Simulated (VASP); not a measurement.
Here is a VASP 6.6.1 calculation.

Contents of INCAR:

```
SYSTEM = Mg3Te
PREC = Accurate
ENCUT = 600
EDIFF = 1E-6
ISMEAR = -1
SIGMA = 0.05
LREAL = .False.
LASPH = .True.
NELM = 60
ALGO = Normal
ISIF = 3
LWAVE = .False.
LCHARG = .False.
GGA = PS
IBRION = 2
NSW = 60
EDIFFG = -0.01
PSTRESS = 300.0
```

Contents of KPOINTS:

```
Automatic mesh
0
Gamma
  9 9 9
  0 0 0
```

File POSCAR:

```
Mg3Te
1.0
   -2.1393600000      2.1393600000      5.2824880000
    2.1393600000     -2.1393600000      5.2824880000
    2.1393600000      2.1393600000     -5.2824880000
Te Mg
1 3
Direct
    0.0000000000      0.0000000000      0.0000000000
    0.2500000000      0.7500000000      0.5000000000
    0.7500000000      0.2500000000      0.5000000000
    0.5000000000      0.5000000000      0.0000000000
```

Potentials or basis: VASP PAW PBE potentials, release 64 (Te, Mg).

The run is started by

```bash
$ cat potpaw_PBE.64/Te/POTCAR potpaw_PBE.64/Mg/POTCAR > POTCAR
$ mpirun -np 1 vasp_std > vasp.out
```

Task: Predict the space group after relaxing (to 0.1 Å).

Result: I4/mmm (No. 139).

Task: What does it give for the band gap on the k mesh?

Result: Zero (bands 6 and 7 overlap by 2.59 eV).

Task: Estimate the relaxed cell.

Result: a = 5.191 Å, b = 5.191 Å, c = 5.191 Å, α = 136.51°, β = 136.51°, γ = 63.19°.

Task: Estimate the relaxed volume.

Result: 16.35 Å³/atom.

The path:
```tsv
step	energy change (eV)	largest force (eV/Å)	pressure (GPa)	volume (Å³)
1	0.0000	0.0000	-1.09	96.71
2	11.1623	0.0000	138.86	44.79
3	1.5888	0.0000	25.85	67.74
4	1.8305	0.0000	28.76	66.32
5	1.9367	0.0000	30.03	65.74
6	1.9352	0.0000	30.22	65.39
7	1.9683	0.0000	30.63	65.14
8	1.9785	0.0000	30.73	65.08
9	1.8425	0.0000	29.10	65.81
10	1.9175	0.0000	30.00	65.40
```

Caveat: the cell is relaxed towards a set pressure, so the run minimises the enthalpy, not the energy; the volume moved by over 15 % at a fixed basis, so the end points are rough; the PAW data sets were made with another functional, which shifts forces and pressure a little; spin-orbit coupling is left out, which moves the levels of the heavy elements.
